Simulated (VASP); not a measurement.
# SiC (P6_3mc) in VASP: single point with PBE

Aim: the single point of SiC with PBE.

Program: VASP 6.6.1. These are calculated values, not measurements. Logs are shortened: lines on timing, memory, paths and dates and some standing lists are left out, and cuts for length are marked.

## (1) The cell of the first run

Symmetry: P6_3mc, No. 186, hexagonal system. The conventional cell has a = 3.081 Å, b = 3.081 Å, c = 9.984 Å, α = 90.00°, β = 90.00°, γ = 120.00°. Within 2.5 Å of Si (site symmetry 3m) lie 4 C at 1.87 to 1.89 Å. Within 2.5 Å of Si (site symmetry 3m) lie 4 C at 1.87 to 1.89 Å. C (site symmetry 3m) has 4 Si at 1.87 to 1.89 Å within 2.5 Å. Within 2.5 Å of C (site symmetry 3m) lie 4 Si at 1.87 to 1.89 Å.

## (2) Single point, PBE

INCAR

```
SYSTEM = SiC
ALGO     = Normal         ! electronic algorithm
EDIFF    = 1E-6           ! SCF threshold, eV
ENCUT    = 520            ! plane-wave cutoff, eV
GGA      = PE             ! functional
ISIF     = 2              ! what is computed and relaxed
ISMEAR   = 0              ! smearing method
LASPH    = .True.         ! aspherical terms in the spheres
LCHARG   = .False.        ! write CHGCAR
LREAL    = .False.        ! projectors in reciprocal space
LWAVE    = .False.        ! write WAVECAR
NBANDS   = 26             ! bands
NELM     = 100            ! most SCF steps
PREC     = Accurate       ! precision mode
SIGMA    = 0.01           ! smearing width, eV
```

KPOINTS

```
k-points
0
Gamma
  8 8 3
  0 0 0
```

POSCAR

```
SiC
1.0
    3.0810000000      0.0000000000      0.0000000000
   -1.5405000000      2.6682242691      0.0000000000
    0.0000000000      0.0000000000      9.9841500000
Si C
4 4
Direct
    0.0000000000      0.0000000000      0.0000000000
    0.3333333333      0.6666666667      0.2500000000
    0.0000000000      0.0000000000      0.5000000000
    0.6666666667      0.3333333333      0.7500000000
    0.0000000000      0.0000000000      0.1875000000
    0.3333333333      0.6666666667      0.4375000000
    0.0000000000      0.0000000000      0.6875000000
    0.6666666667      0.3333333333      0.9375000000
```

Potentials or basis: VASP PAW PBE potentials, release 64 (Si, C).

Run with:

```bash
> cat potpaw_PBE.64/Si/POTCAR potpaw_PBE.64/C/POTCAR > POTCAR
> mpirun -np 1 vasp_std > vasp.out
```

OUTCAR:

```text
SYSTEM = SiC
   EDIFF = 1E-6
   ENCUT = 520
   GGA = PE
   ISIF = 2
   ISMEAR = 0
   LASPH = .True.
   LREAL = .False.
   NELM = 100
   PREC = Accurate

 ion  position               nearest neighbor table
   1  0.000  0.000  0.000-   5 1.87   8 1.89   8 1.89   8 1.89   4 3.07   2 3.07   4 3.07   2 3.07
                             2 3.07   4 3.07
   2  0.333  0.667  0.250-   6 1.87   5 1.89   5 1.89   5 1.89   3 3.07   1 3.07   1 3.07   3 3.07
                             3 3.07   1 3.07
   3  0.000  0.000  0.500-   7 1.87   6 1.89   6 1.89   6 1.89   4 3.07   2 3.07   2 3.07   4 3.07
                             2 3.07   4 3.07
   4  0.667  0.333  0.750-   8 1.87   7 1.89   7 1.89   7 1.89   3 3.07   1 3.07   3 3.07   1 3.07
                             1 3.07   3 3.07
   5  0.000  0.000  0.188-   1 1.87   2 1.89   2 1.89   2 1.89
   6  0.333  0.667  0.438-   2 1.87   3 1.89   3 1.89   3 1.89
   7  0.000  0.000  0.688-   3 1.87   4 1.89   4 1.89   4 1.89
   8  0.667  0.333  0.938-   4 1.87   1 1.89   1 1.89   1 1.89

  LATTYP: Found a hexagonal cell.
 ALAT       =     3.0810000000
 C/A-ratio  =     3.2405550146

  Lattice vectors:

 A1 = (   3.0810000000,   0.0000000000,   0.0000000000)
 A2 = (  -1.5405000000,   2.6682242691,   0.0000000000)
 A3 = (   0.0000000000,   0.0000000000,   9.9841500000)

Analysis of symmetry for initial positions (statically):
=====================================================================
 Subroutine PRICEL returns:
 Original cell was already a primitive cell.

 Routine SETGRP: Setting up the symmetry group for a
 hexagonal supercell.

 Subroutine GETGRP returns: Found 12 space group operations
 (whereof  6 operations were pure point group operations)
 out of a pool of 24 trial point group operations.

The static configuration has the point symmetry C_3v.
 The point group associated with its full space group is C_6v.

Analysis of symmetry for dynamics (positions and initial velocities):
=====================================================================
 Subroutine PRICEL returns:
 Original cell was already a primitive cell.

 Routine SETGRP: Setting up the symmetry group for a
 hexagonal supercell.

 Subroutine GETGRP returns: Found 12 space group operations
 (whereof  6 operations were pure point group operations)
 out of a pool of 24 trial point group operations.

[... 111 lines left out ...]
   NSW    =      0    number of steps for IOM
   IBRION =     -1    ionic relax: 0-MD 1-quasi-New 2-CG
   NFREE  =      0    steps in history (QN), initial steepest desc. (CG)
   ISIF   =      2    stress and relaxation
   ISYM   =      2    0-nonsym 1-usesym 2-fastsym
   POTIM  = 0.5000    time-step for ionic-motion
   TEBEG  =    0.0;   TEEND  =   0.0 temperature during run
   PSTRESS=    0.0 pullay stress
   NELECT =      32.0000    total number of electrons
   NUPDOWN=      -1.0000    fix difference up-down
   EMIN   =  10.00;   EMAX   =-10.00  energy-range for DOS
   EFERMI =   0.00;   METHOD = LEGACY
   ISMEAR =     0;   SIGMA  =   0.01  broadening in eV -4-tet -1-fermi 0-gaus
   EFERMI_NEDOS =   21; number of points for ismear=-14 and -15
   IALGO  =     38    algorithm
   IMIX   =      4    mixing-type and parameters
     AMIX     =   0.40;   BMIX     =  1.00
     AMIX_MAG =   1.60;   BMIX_MAG =  1.00
  volume/ion in A,a.u.               =      10.26        69.24
  Fermi-wavevector in a.u.,A,eV,Ry     =   1.195959  2.260036 19.460671  1.430319
  Thomas-Fermi vector in A             =   2.331912
   LORBIT       =      0    0 simple, 1 ext, 2 COOP (PROOUT), +10 PAW based schemes
   GGA     = PE    functional components
   LHFCALC =     F    Hartree Fock is set to
   AEXX    =    0.0000 exact exchange contribution
   IVDW    =     0    specifies the selected vdW correction
   LEPSILON=     F    determine dielectric tensor
   LRPA    =     F    only Hartree local field effects (RPA)
 non-spin polarized calculation
 Gauss-broadening in eV      SIGMA  =   0.01
  energy-cutoff  :      520.00
  volume of cell :       82.08
 maximum number of plane-waves:      2240
 NGX is ok and might be reduce to    24
   NGX = 11   NGY = 11   NGZ = 37

 number of electron      32.0000001 magnetization

 Free energy of the ion-electron system (eV)
  ---------------------------------------------------
  ext. energy  EPLUGINS =         0.00000000
  ---------------------------------------------------
  free energy    TOTEN  =       -60.20508935 eV

  energy without entropy =      -60.20508935  energy(sigma->0) =      -60.20508935

 E-fermi :   8.3295     XC(G=0): -11.3893

 val. band max:        8.2615708378   @ k =   0.0000   0.0000   0.0000
 cond. band min:      10.5191871877   @ k =   0.5000  -0.0000   0.0000
 fundamental gap:      2.2576163499
 Fermi energy:         8.3294509374

 k-point     1 :       0.0000    0.0000    0.0000
  band No.  band energies     occupation
      1      -7.2781      2.00000
      2      -6.0832      2.00000
      3      -6.0244      2.00000
      4      -3.5948      2.00000
      5      -0.3782      2.00000
      6       3.9448      2.00000
[... 569 lines left out ...]
     25      17.5402      0.00000
     26      18.1765      0.00000

------------------------ aborting loop because EDIFF is reached ----------------------------------------

  FORCE on cell =-STRESS in cart. coord.  units (eV):
  Direction    XX          YY          ZZ          XY          YZ          ZX
  --------------------------------------------------------------------------------------
  -------------------------------------------------------------------------------------
  Total        1.5586712      1.5586712      4.6844393      0.0000000     -0.0000000     -0.0000000
  in kB       30.4256569     30.4256569     91.4414444      0.0000000     -0.0000000     -0.0000000
  external PRESSURE =      50.7642527 kB  Pullay stress =       0.0000000 kB

 VOLUME and BASIS-vectors are now :
 -----------------------------------------------------------------------------
  energy-cutoff  :      520.00
  volume of cell :       82.08
      direct lattice vectors                 reciprocal lattice vectors
     3.081000000  0.000000000  0.000000000     0.324569945  0.187390545  0.000000000
    -1.540500000  2.668224269  0.000000000     0.000000000  0.374781090  0.000000000
     0.000000000  0.000000000  9.984150000     0.000000000  0.000000000  0.100158752

 POSITION                                       TOTAL-FORCE (eV/Angst)
 -----------------------------------------------------------------------------------
      0.00000      0.00000      0.00000         0.000000     -0.000000     -0.174490
     -0.00000      1.77882      2.49604         0.000000      0.000000     -0.139588
      0.00000      0.00000      4.99207        -0.000000      0.000000     -0.174490
      1.54050      0.88941      7.48811        -0.000000     -0.000000     -0.139588
      0.00000      0.00000      1.87203        -0.000000     -0.000000      0.052011
     -0.00000      1.77882      4.36807         0.000000     -0.000000      0.262067
      0.00000      0.00000      6.86410        -0.000000     -0.000000      0.052011
      1.54050      0.88941      9.36014         0.000000      0.000000      0.262067
 -----------------------------------------------------------------------------------
    total drift:                               -0.000000     -0.000000     -0.000126

  FREE ENERGIE OF THE ION-ELECTRON SYSTEM (eV)
  ---------------------------------------------------
  free  energy   TOTEN  =       -60.2050893471 eV

  energy  without entropy=      -60.2050893471  energy(sigma->0) =      -60.20508935
```

OSZICAR:

```text
N       E                     dE             d eps       ncg     rms          rms(c)
DAV:   1     0.722199704502E+02    0.72220E+02   -0.14232E+04  1040   0.109E+03
DAV:   2    -0.609698136829E+02   -0.13319E+03   -0.12349E+03  1400   0.193E+02
DAV:   3    -0.676462896591E+02   -0.66765E+01   -0.66357E+01  1416   0.402E+01
DAV:   4    -0.677251705813E+02   -0.78881E-01   -0.78780E-01  1376   0.519E+00
DAV:   5    -0.677265266175E+02   -0.13560E-02   -0.13553E-02  1388   0.640E-01    0.178E+01
DAV:   6    -0.604117805060E+02    0.73147E+01   -0.19480E+01  1320   0.194E+01    0.804E+00
DAV:   7    -0.602388662486E+02    0.17291E+00   -0.21823E+00  1432   0.662E+00    0.343E+00
DAV:   8    -0.602075313942E+02    0.31335E-01   -0.11764E-01  1262   0.163E+00    0.103E+00
DAV:   9    -0.602045045142E+02    0.30269E-02   -0.17745E-02  1318   0.715E-01    0.161E-01
DAV:  10    -0.602050026726E+02   -0.49816E-03   -0.14504E-03  1320   0.188E-01    0.777E-02
DAV:  11    -0.602050864336E+02   -0.83761E-04   -0.18995E-04  1230   0.852E-02    0.164E-02
DAV:  12    -0.602050883723E+02   -0.19387E-05   -0.83322E-06  1336   0.152E-02    0.604E-03
DAV:  13    -0.602050893471E+02   -0.97478E-06   -0.60887E-07   900   0.428E-03
   1 F= -.60205089E+02 E0= -.60205089E+02  d E =-.572802E-24
```

Run time: 65 s. Hardware: 1 thread of Intel Xeon 8259CL, shared host; peak memory 0.2 GiB.

What came out:

- Free energy: -60.2051 eV
- Pressure: 5.1 GPa
- Largest force: 0.262 eV/Å
- Band gap on the k mesh: 2.26 eV, indirect (least direct gap 3.35 eV)

Forces on the atoms (eV/Å):
```
Si   0.000  0.000 -0.174
Si   0.000  0.000 -0.140
Si   0.000  0.000 -0.174
Si   0.000  0.000 -0.140
C    0.000  0.000  0.052
C    0.000  0.000  0.262
C    0.000  0.000  0.052
C    0.000  0.000  0.262
```
